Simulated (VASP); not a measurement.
# Ti (Pm-3m) in VASP: single point with PBE

Aim: the single point of Ti with PBE.

Everything below comes from runs of VASP 6.6.1. Logs are shortened: lines on timing, memory, paths and dates and some standing lists are left out, and cuts for length are marked.

**1. The cell of the first run**

The structure is cubic, space group Pm-3m (No. 221). The conventional cell has a = 2.649 Å, b = 2.649 Å, c = 2.649 Å, α = 90.00°, β = 90.00°, γ = 90.00°. Ti (site symmetry m-3m) has 6 Ti at 2.65 Å within 3.5 Å.

**2. Single point, PBE**

Input file INCAR:

```
PREC = Accurate ; ENCUT = 520
EDIFF = 1E-6 ; ISMEAR = -1
SIGMA = 0.13605693000000002 ; LREAL = F
LASPH = T ; NELM = 60
ALGO = Normal ; ISIF = 2
LWAVE = F ; LCHARG = F
GGA = PE ; NBANDS = 12
```

Input file KPOINTS:

```
Automatic mesh
0
Gamma
  12 12 12
```

Input file POSCAR:

```
Ti
1.0
    2.6491156418      0.0000000000      0.0000000000
    0.0000000000      2.6491156418      0.0000000000
    0.0000000000      0.0000000000      2.6491156418
Ti
1
Direct
    0.0000000000      0.0000000000      0.0000000000
```

Potentials or basis: VASP PAW PBE potentials, release 64 (Ti_sv).

On the command line:

```bash
$ cat potpaw_PBE.64/Ti_sv/POTCAR > POTCAR
$ mpirun -np 1 vasp_std > vasp.out
```

OUTCAR:

```text
PREC = Accurate
   ENCUT = 520
   EDIFF = 1E-6
   ISMEAR = -1
   LREAL = F
   LASPH = T
   NELM = 60
   ISIF = 2
   GGA = PE

 ion  position               nearest neighbor table
   1  0.000  0.000  0.000-

  LATTYP: Found a simple cubic cell.
 ALAT       =     2.6491156418

  Lattice vectors:

 A1 = (   2.6491156418,   0.0000000000,   0.0000000000)
 A2 = (   0.0000000000,   2.6491156418,   0.0000000000)
 A3 = (   0.0000000000,   0.0000000000,   2.6491156418)

Analysis of symmetry for initial positions (statically):
=====================================================================
 Subroutine PRICEL returns:
 Original cell was already a primitive cell.

 Routine SETGRP: Setting up the symmetry group for a
 simple cubic supercell.

 Subroutine GETGRP returns: Found 48 space group operations
 (whereof 48 operations were pure point group operations)
 out of a pool of 48 trial point group operations.

The static configuration has the point symmetry O_h .

Analysis of symmetry for dynamics (positions and initial velocities):
=====================================================================
 Subroutine PRICEL returns:
 Original cell was already a primitive cell.

 Routine SETGRP: Setting up the symmetry group for a
 simple cubic supercell.

 Subroutine GETGRP returns: Found 48 space group operations
 (whereof 48 operations were pure point group operations)
 out of a pool of 48 trial point group operations.

The dynamic configuration has the point symmetry O_h .

 Subroutine INISYM returns: Found 48 space group operations
 (whereof 48 operations are pure point group operations),
 and found     1 'primitive' translations

----------------------------------------------------------------------------------------

                                     Primitive cell

  volume of cell :      18.5910

  direct lattice vectors                    reciprocal lattice vectors
     2.649115642  0.000000000  0.000000000     0.377484465  0.000000000  0.000000000
     0.000000000  2.649115642  0.000000000     0.000000000  0.377484465  0.000000000
     0.000000000  0.000000000  2.649115642     0.000000000  0.000000000  0.377484465

  length of vectors
     2.649115642  2.649115642  2.649115642     0.377484465  0.377484465  0.377484465

  position of ions in fractional coordinates (direct lattice)
     0.000000000  0.000000000  0.000000000

  ion indices of the primitive-cell ions
   primitive index   ion index
                 1           1

----------------------------------------------------------------------------------------

 KPOINTS: Automatic mesh

Automatic generation of k-mesh.
 Grid dimensions read from file:
 generate k-points for:   12   12   12

 Generating k-lattice:

  Cartesian coordinates                     Fractional coordinates (reciprocal lattice)
     0.031457039  0.000000000  0.000000000     0.083333333  0.000000000  0.000000000
     0.000000000  0.031457039  0.000000000     0.000000000  0.083333333  0.000000000
     0.000000000  0.000000000  0.031457039     0.000000000  0.000000000  0.083333333

  Length of vectors
     0.031457039  0.031457039  0.031457039

  Shift w.r.t. Gamma in fractional coordinates (k-lattice)
     0.000000000  0.000000000  0.000000000

 Subroutine IBZKPT returns following result:
 ===========================================

 Found     84 irreducible k-points:

 Following reciprocal coordinates:
            Coordinates               Weight
  0.000000  0.000000  0.000000      1.000000
  0.083333  0.000000  0.000000      6.000000
  0.166667  0.000000  0.000000      6.000000
  0.250000  0.000000  0.000000      6.000000
  0.333333  0.000000  0.000000      6.000000
  0.416667  0.000000  0.000000      6.000000
[... 16 lines left out ...]
  0.333333  0.333333  0.000000     12.000000
  0.416667  0.333333  0.000000     24.000000
 [... further k-points ...]
   k-points           NKPTS =     84   k-points in BZ     NKDIM =     84   number of bands    NBANDS=     12
   number of dos      NEDOS =    301   number of ions     NIONS =      1
   total plane-waves  NPLWV =   8000
   dimension x,y,z NGX =    20 NGY =   20 NGZ =   20
   dimension x,y,z NGXF=    40 NGYF=   40 NGZF=   40
   ions per type =               1
   NGX,Y,Z   is equivalent  to a cutoff of  12.55, 12.55, 12.55 a.u.
   NGXF,Y,Z  is equivalent  to a cutoff of  25.10, 25.10, 25.10 a.u.
 SYSTEM =  unknown system
   PREC   = accura    normal or accurate (medium, high low for compatibility)
   ISTART =      0    job   : 0-new  1-cont  2-samecut
   ICHARG =      2    charge: 1-file 2-atom 10-const
   ISPIN  =      1    spin polarized calculation?
   LNONCOLLINEAR =      F non collinear calculations
   LSORBIT =      F    spin-orbit coupling
   LASPH  =      T    aspherical Exc in radial PAW
   ENCUT  =  520.0 eV  38.22 Ry    6.18 a.u.   4.93  4.93  4.93*2*pi/ulx,y,z
   NELM   =     60;   NELMIN=  2; NELMDL= -5     # of ELM steps
   EDIFF  = 0.1E-05   stopping-criterion for ELM
   LREAL  =      F    real-space projection
   EDIFFG = 0.1E-04   stopping-criterion for IOM
   NSW    =      0    number of steps for IOM
   IBRION =     -1    ionic relax: 0-MD 1-quasi-New 2-CG
   NFREE  =      0    steps in history (QN), initial steepest desc. (CG)
   ISIF   =      2    stress and relaxation
   ISYM   =      2    0-nonsym 1-usesym 2-fastsym
   POTIM  = 0.5000    time-step for ionic-motion
   TEBEG  =    0.0;   TEEND  =   0.0 temperature during run
   PSTRESS=    0.0 pullay stress
   NELECT =      12.0000    total number of electrons
   NUPDOWN=      -1.0000    fix difference up-down
   EMIN   =  10.00;   EMAX   =-10.00  energy-range for DOS
   EFERMI =   0.00;   METHOD = LEGACY
   ISMEAR =    -1;   SIGMA  =   0.14  broadening in eV -4-tet -1-fermi 0-gaus
   EFERMI_NEDOS =   21; number of points for ismear=-14 and -15
   IALGO  =     38    algorithm
   IMIX   =      4    mixing-type and parameters
     AMIX     =   0.40;   BMIX     =  1.00
     AMIX_MAG =   1.60;   BMIX_MAG =  1.00
  volume/ion in A,a.u.               =      18.59       125.46
  Fermi-wavevector in a.u.,A,eV,Ry     =   1.414819  2.673621 27.234970  2.001714
  Thomas-Fermi vector in A             =   2.536322
   LORBIT       =      0    0 simple, 1 ext, 2 COOP (PROOUT), +10 PAW based schemes
   GGA     = PE    functional components
   LHFCALC =     F    Hartree Fock is set to
   AEXX    =    0.0000 exact exchange contribution
   IVDW    =     0    specifies the selected vdW correction
   LEPSILON=     F    determine dielectric tensor
   LRPA    =     F    only Hartree local field effects (RPA)
 non-spin polarized calculation
  energy-cutoff  :      520.00
  volume of cell :       18.59
 maximum number of plane-waves:       516
 NGX is ok and might be reduce to    20
   NGX =  9   NGY =  9   NGZ =  9

 number of electron      11.9999994 magnetization

 Free energy of the ion-electron system (eV)
  ---------------------------------------------------
  ext. energy  EPLUGINS =         0.00000000
  ---------------------------------------------------
  free energy    TOTEN  =        -7.06425383 eV

  energy without entropy =       -6.92960224  energy(sigma->0) =       -6.99692804

 E-fermi :   7.4478     XC(G=0): -11.0751

 val. band max:        7.4337714840   @ k =   0.3333   0.0833   0.0833
 cond. band min:       7.4492125334   @ k =   0.2500   0.1667   0.0000
 fundamental gap:      0.0154410494
 Fermi energy:         7.4478418278

 k-point     1 :       0.0000    0.0000    0.0000
  band No.  band energies     occupation
      1     -49.1448      2.00000
      2     -24.9471      2.00000
      3     -24.9471      2.00000
      4     -24.9471      2.00000
      5       1.7484      2.00000
      6       6.1740      1.99983
      7       6.1740      1.99983
      8      11.2948      0.00000
      9      11.2948      0.00000
     10      11.2948      0.00000
     11      23.0039      0.00000
     12      23.0039      0.00000

 k-point     2 :       0.0833    0.0000    0.0000
  band No.  band energies     occupation
      1     -49.1368      2.00000
      2     -25.0054      2.00000
      3     -24.9422      2.00000
      4     -24.9422      2.00000
      5       1.9261      2.00000
      6       6.2173      1.99976
      7       6.2996      1.99957
      8      11.1475      0.00000
      9      11.1475      0.00000
     10      11.3057      0.00000
     11      21.6904      0.00000
     12      23.2892      0.00000

 k-point     3 :       0.1667    0.0000    0.0000
  band No.  band energies     occupation
      1     -49.1152      2.00000
      2     -25.1628      2.00000
      3     -24.9286      2.00000
      4     -24.9286      2.00000
      5       2.4341      2.00000
      6       6.3380      1.99943
      7       6.6427      1.99463
      8      10.7690      0.00000
      9      10.7690      0.00000
     10      11.3356      0.00000
     11      19.4647      0.00000
     12      24.0839      0.00000

 k-point     4 :       0.2500    0.0000    0.0000
  band No.  band energies     occupation
      1     -49.0854      2.00000
      2     -25.3736      2.00000
      3     -24.9101      2.00000
      4     -24.9101      2.00000
      5       3.2048      2.00000
      6       6.5092      1.99798
      7       7.0865      1.86875
      8      10.2980      0.00000
      9      10.2980      0.00000
     10      11.3768      0.00000
     11      17.3935      0.00000
     12      25.2547      0.00000

 k-point     5 :       0.3333    0.0000    0.0000
  band No.  band energies     occupation
      1     -49.0554      2.00000
      2     -25.5798      2.00000
      3     -24.8915      2.00000
      4     -24.8915      2.00000
      5       4.1387      2.00000
      6       6.6885      1.99249
      7       7.4105      1.13654
      8       9.8688      0.00000
      9       9.8688      0.00000
     10      11.4184      0.00000
     11      15.7920      0.00000
     12      24.8403      0.00000

 k-point     6 :       0.4167    0.0000    0.0000
  band No.  band energies     occupation
      1     -49.0333      2.00000
      2     -25.7280      2.00000
      3     -24.8778      2.00000
      4     -24.8778      2.00000
      5       5.0746      2.00000
      6       6.8254      1.97960
      7       7.3834      1.23255
      8       9.5758      0.00000
      9       9.5758      0.00000
     10      11.4491      0.00000
     11      14.8445      0.00000
     12      24.2431      0.00000

 k-point     7 :       0.5000    0.0000    0.0000
  band No.  band energies     occupation
      1     -49.0252      2.00000
      2     -25.7817      2.00000
      3     -24.8728      2.00000
      4     -24.8728      2.00000
      5       5.5761      2.00000
      6       6.8767      1.97038
      7       7.1976      1.72573
      8       9.4725      0.00000
      9       9.4725      0.00000
     10      11.4603      0.00000
     11      14.5533      0.00000
     12      24.0291      0.00000

 k-point     8 :       0.0833    0.0833    0.0000
  band No.  band energies     occupation
      1     -49.1290      2.00000
      2     -25.0038      2.00000
      3     -24.9966      2.00000
      4     -24.9373      2.00000
      5       2.1018      2.00000
      6       6.3005      1.99956
      7       6.3871      1.99918
      8      10.9924      0.00000
      9      11.1284      0.00000
     10      11.1921      0.00000
     11      21.8906      0.00000
     12      21.9578      0.00000
[... 166 lines left out ...]
 k-point    20 :       0.3333    0.2500    0.0000
  band No.  band energies     occupation
      1     -48.9980      2.00000
      2     -25.5244      2.00000
      3     -25.2978      2.00000
      4     -24.8561      2.00000
      5       5.0200      2.00000
      6       6.8811      1.96943
      7       8.3695      0.00228
      8       9.6997      0.00000
      9      10.0354      0.00000
     10      10.5490      0.00000
     11      16.4568      0.00000
     12      20.2077      0.00000

 k-point    21 :       0.4167    0.2500    0.0000
  band No.  band energies     occupation
      1     -48.9764      2.00000
      2     -25.6680      2.00000
      3     -25.2797      2.00000
      4     -24.8428      2.00000
      5       5.5466      2.00000
      6       6.7552      1.98777
      7       8.3840      0.00205
      8       9.7676      0.00000
      9      10.5104      0.00000
     10      10.5959      0.00000
     11      15.0177      0.00000
     12      21.0885      0.00000

 k-point    22 :       0.5000    0.2500    0.0000
  band No.  band energies     occupation
      1     -48.9684      2.00000
      2     -25.7201      2.00000
      3     -25.2731      2.00000
      4     -24.8380      2.00000
      5       5.7787      1.99999
      6       6.6614      1.99384
      7       8.3715      0.00225
      8       9.6713      0.00000
      9      10.6147      0.00000
     10      10.9976      0.00000
     11      14.3532      0.00000
     12      21.6409      0.00000

 k-point    23 :       0.3333    0.3333    0.0000
  band No.  band energies     occupation
      1     -48.9690      2.00000
      2     -25.5056      2.00000
      3     -25.4856      2.00000
      4     -24.8383      2.00000
      5       5.2454      2.00000
      6       6.8639      1.97300
      7       9.2902      0.00000
      8       9.9446      0.00000
      9      10.0720      0.00000
     10      10.2120      0.00000
     11      16.0271      0.00000
     12      19.4389      0.00000

 k-point    24 :       0.4167    0.3333    0.0000
  band No.  band energies     occupation
      1     -48.9476      2.00000
      2     -25.6377      2.00000
      3     -25.4746      2.00000
      4     -24.8253      2.00000
      5       5.2825      2.00000
      6       6.9491      1.95009
      7       9.6197      0.00000
      8       9.8661      0.00000
      9      10.2150      0.00000
     10      10.9539      0.00000
     11      14.8536      0.00000
     12      19.7908      0.00000

 [... further k-points ...]
[... 5 lines left out ...]
  --------------------------------------------------------------------------------------
  -------------------------------------------------------------------------------------
  Total       -0.0359573     -0.0359573     -0.0359573      0.0000000      0.0000000     -0.0000000
  in kB       -3.0988085     -3.0988085     -3.0988085      0.0000000      0.0000000     -0.0000000
  external PRESSURE =      -3.0988085 kB  Pullay stress =       0.0000000 kB

 VOLUME and BASIS-vectors are now :
 -----------------------------------------------------------------------------
  energy-cutoff  :      520.00
  volume of cell :       18.59
      direct lattice vectors                 reciprocal lattice vectors
     2.649115642  0.000000000  0.000000000     0.377484465  0.000000000  0.000000000
     0.000000000  2.649115642  0.000000000     0.000000000  0.377484465  0.000000000
     0.000000000  0.000000000  2.649115642     0.000000000  0.000000000  0.377484465

 POSITION                                       TOTAL-FORCE (eV/Angst)
 -----------------------------------------------------------------------------------
      0.00000      0.00000      0.00000         0.000000      0.000000      0.000000
 -----------------------------------------------------------------------------------
    total drift:                               -0.000000      0.000000      0.000000

  FREE ENERGIE OF THE ION-ELECTRON SYSTEM (eV)
  ---------------------------------------------------
  free  energy   TOTEN  =        -7.0642538332 eV

  energy  without entropy=       -6.9296022440  energy(sigma->0) =       -6.99692804
```

It took 14 s on 1 thread of Intel Xeon 8259CL, shared host; peak memory 0.13 GiB.

Results:

```yaml
Free_energy: -7.0643 eV
Pressure: -0.3 GPa
Band_gap_on_the_k_mesh: zero (band 6 reaches 8.31 eV, above the bottom of band 7 at 6.17 eV)
```

Levels at points of the mesh, in eV from the Fermi level:
```csv
k point,band 2,band 3,band 4,band 5,band 6,band 7,band 8,band 9,band 10,band 11
"(0.00, 0.00, 0.00)",-32.39,-32.39,-32.39,-5.70,-1.27,-1.27,3.85,3.85,3.85,15.56
"(0.50, 0.00, 0.00)",-33.23,-32.32,-32.32,-1.87,-0.57,-0.25,2.02,2.02,4.01,7.11
"(0.50, 0.50, 0.00)",-33.11,-33.11,-32.25,-2.63,-0.13,2.43,2.43,4.93,5.10,5.10
"(0.50, 0.50, 0.50)",-32.99,-32.99,-32.99,-1.14,-1.14,-1.14,5.03,5.03,8.97,11.24
```
